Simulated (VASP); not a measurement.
# Ag (Fm-3m) in VASP: notebook, part 2 of 2

VASP 6.6.1. Earlier steps stand in the parts before.

### 3 Relaxation of cell and atoms, PBEsol

This run uses another cell than the first one, of 17.10 Å³/atom, 1.027 times its volume.

INCAR

```
PREC = Accurate ; ENCUT = 600
EDIFF = 1E-6 ; ISMEAR = 0
SIGMA = 0.1 ; LREAL = False
LASPH = True ; NELM = 80
ALGO = Fast ; ISIF = 3
LWAVE = False ; LCHARG = False
GGA = PS ; IBRION = 2
NSW = 80 ; EDIFFG = -0.003
```

KPOINTS

```
regular mesh
0
Gamma
  24 24 24
```

POSCAR

```
Ag
1.0
    0.0000000000      2.0450000000      2.0450000000
    2.0450000000      0.0000000000      2.0450000000
    2.0450000000      2.0450000000      0.0000000000
Ag
1
Direct
    0.0000000000      0.0000000000      0.0000000000
```

Potentials or basis: VASP PAW PBE potentials, release 64 (Ag).

Command:

```
> cat potpaw_PBE.64/Ag/POTCAR > POTCAR
> mpirun -np 1 vasp_std > vasp.out
```

OUTCAR:

```text
PREC = Accurate
   ENCUT = 600
   EDIFF = 1E-6
   ISMEAR = 0
   LREAL = False
   LASPH = True
   NELM = 80
   ISIF = 3
   GGA = PS
   IBRION = 2
   NSW = 80
   EDIFFG = -0.003

 ion  position               nearest neighbor table
   1  0.000  0.000  0.000-

  LATTYP: Found a face centered cubic cell.
 ALAT       =     4.0900000000

  Lattice vectors:

 A1 = (   0.0000000000,   2.0450000000,   2.0450000000)
 A2 = (   2.0450000000,   0.0000000000,   2.0450000000)
 A3 = (   2.0450000000,   2.0450000000,   0.0000000000)

Analysis of symmetry for initial positions (statically):
=====================================================================
 Subroutine PRICEL returns:
 Original cell was already a primitive cell.

 Routine SETGRP: Setting up the symmetry group for a
 face centered cubic supercell.

 Subroutine GETGRP returns: Found 48 space group operations
 (whereof 48 operations were pure point group operations)
 out of a pool of 48 trial point group operations.

The static configuration has the point symmetry O_h .

Analysis of symmetry for dynamics (positions and initial velocities):
=====================================================================
 Subroutine PRICEL returns:
 Original cell was already a primitive cell.

 Routine SETGRP: Setting up the symmetry group for a
 face centered cubic supercell.

 Subroutine GETGRP returns: Found 48 space group operations
 (whereof 48 operations were pure point group operations)
 out of a pool of 48 trial point group operations.

The dynamic configuration has the point symmetry O_h .

 Subroutine INISYM returns: Found 48 space group operations
[... 136 lines left out ...]

 number of electron      10.9999999 magnetization

 Free energy of the ion-electron system (eV)
  ---------------------------------------------------
  ext. energy  EPLUGINS =         0.00000000
  ---------------------------------------------------
  free energy    TOTEN  =        -3.30697162 eV

  energy without entropy =       -3.30590636  energy(sigma->0) =       -3.30643899

------------------------ aborting loop because EDIFF is reached ----------------------------------------

  FORCE on cell =-STRESS in cart. coord.  units (eV):
  Direction    XX          YY          ZZ          XY          YZ          ZX
  --------------------------------------------------------------------------------------
  -------------------------------------------------------------------------------------
  Total       -0.3249860     -0.3249860     -0.3249860      0.0000000     -0.0000000     -0.0000000
  in kB      -30.4414519    -30.4414519    -30.4414519      0.0000000     -0.0000000     -0.0000000
  external PRESSURE =     -30.4414519 kB  Pullay stress =       0.0000000 kB
[... 86 lines left out ...]
  FREE ENERGIE OF THE ION-ELECTRON SYSTEM (eV)
  ---------------------------------------------------
  free  energy   TOTEN  =        -3.3119123299 eV

  energy  without entropy=       -3.3108792968  energy(sigma->0) =       -3.31139581

[... ionic steps 4 to 11 ...]

--------------------------------------- Ionic step       12  -------------------------------------------

 number of electron      11.0000001 magnetization

------------------------ aborting loop because EDIFF is reached ----------------------------------------
[... 65 lines left out ...]
--------------------------------------- Ionic step       14  -------------------------------------------

 number of electron      11.0000001 magnetization

 Free energy of the ion-electron system (eV)
  ---------------------------------------------------
  ext. energy  EPLUGINS =         0.00000000
  ---------------------------------------------------
  free energy    TOTEN  =        -3.31191368 eV

  energy without entropy =       -3.31087990  energy(sigma->0) =       -3.31139679

 E-fermi :   8.6033     XC(G=0): -12.5648

 val. band max:        8.6028615926   @ k =   0.5000   0.2500   0.0833
 cond. band min:       8.6324787438   @ k =   0.5000   0.1667   0.0417
 fundamental gap:      0.0296171512
 Fermi energy:         8.6033108144

 k-point     1 :       0.0000    0.0000    0.0000
  band No.  band energies     occupation
      1       0.5690      2.00000
      2       3.7241      2.00000
      3       3.7241      2.00000
      4       3.7241      2.00000
      5       4.8189      2.00000
      6       4.8189      2.00000
      7      24.6281      0.00000
      8      28.3515      0.00000
      9      28.3515      0.00000
[... 265 lines left out ...]
 k-point    24 :       0.4583    0.0417    0.0000
  band No.  band energies     occupation
      1       2.0861      2.00000
      2       3.6948      2.00000
      3       3.7497      2.00000
      4       5.4294      2.00000
      5       5.6363      2.00000
      6       7.6348      2.00000
      7      13.0934      0.00000
      8      23.9360      0.00000
      9      26.3817      0.00000

 [... further k-points ...]
[... 5 lines left out ...]
  --------------------------------------------------------------------------------------
  -------------------------------------------------------------------------------------
  Total       -0.0009453     -0.0009453     -0.0009453      0.0000000      0.0000000      0.0000000
  in kB       -0.0911204     -0.0911204     -0.0911204      0.0000000      0.0000000      0.0000000
  external PRESSURE =      -0.0911204 kB  Pullay stress =       0.0000000 kB
[... 16 lines left out ...]
  FREE ENERGIE OF THE ION-ELECTRON SYSTEM (eV)
  ---------------------------------------------------
  free  energy   TOTEN  =        -3.3119136756 eV

  energy  without entropy=       -3.3108798968  energy(sigma->0) =       -3.31139679

 reached required accuracy - stopping structural energy minimisation
```

It took 1.9 min on 1 thread of Intel Xeon 6975P-C (Granite Rapids), shared host; peak memory 0.23 GiB.

Results:

```
Free energy                            : -3.3119 eV
Relaxed volume                         : 16.62 Å³/atom
Relaxed cell                           : a = 2.865 Å, b = 2.865 Å, c = 2.865 Å, α = 60.00°, β = 60.00°, γ = 60.00°
Space group after relaxing (to 0.05 Å) : Fm-3m (No. 225)
Energy gained by relaxing              : 4.9 meV/atom
Ionic steps                            : 14
Pressure after relaxing                : 0.0 GPa
```

The path:
| step | energy change (eV) | largest force (eV/Å) | pressure (GPa) | volume (Å³) |
| --- | --- | --- | --- | --- |
| 1 | 0.0000 | 0.0000 | -3.04 | 17.10 |
| 2 | -0.0027 | 0.0000 | 2.50 | 16.31 |
| 3 | -0.0049 | 0.0000 | 0.37 | 16.61 |
| 4 | -0.0049 | 0.0000 | -0.31 | 16.66 |
| 5 | -0.0049 | 0.0000 | -0.21 | 16.64 |
| 6 | -0.0049 | 0.0000 | -0.09 | 16.63 |
| 7 | -0.0049 | 0.0000 | -0.05 | 16.63 |
| 8 | -0.0049 | 0.0000 | -0.05 | 16.63 |
| 9 | -0.0049 | 0.0000 | -0.04 | 16.63 |
| 10 | -0.0049 | 0.0000 | -0.05 | 16.63 |
| 11 | -0.0049 | 0.0000 | -0.04 | 16.62 |
| 12 | -0.0049 | 0.0000 | -0.04 | 16.62 |
| 13 | -0.0049 | 0.0000 | -0.04 | 16.62 |
| 14 | -0.0049 | 0.0000 | -0.01 | 16.62 |

Final structure:
```xyz
1
Lattice="0.0000 2.0256 2.0256 2.0256 0.0000 2.0256 2.0256 2.0256 0.0000" Properties=species:S:1:pos:R:3 pbc="T T T"
Ag    0.0000    0.0000    0.0000
```

Caveat: the PAW data sets were made with another functional, which shifts forces and pressure a little.
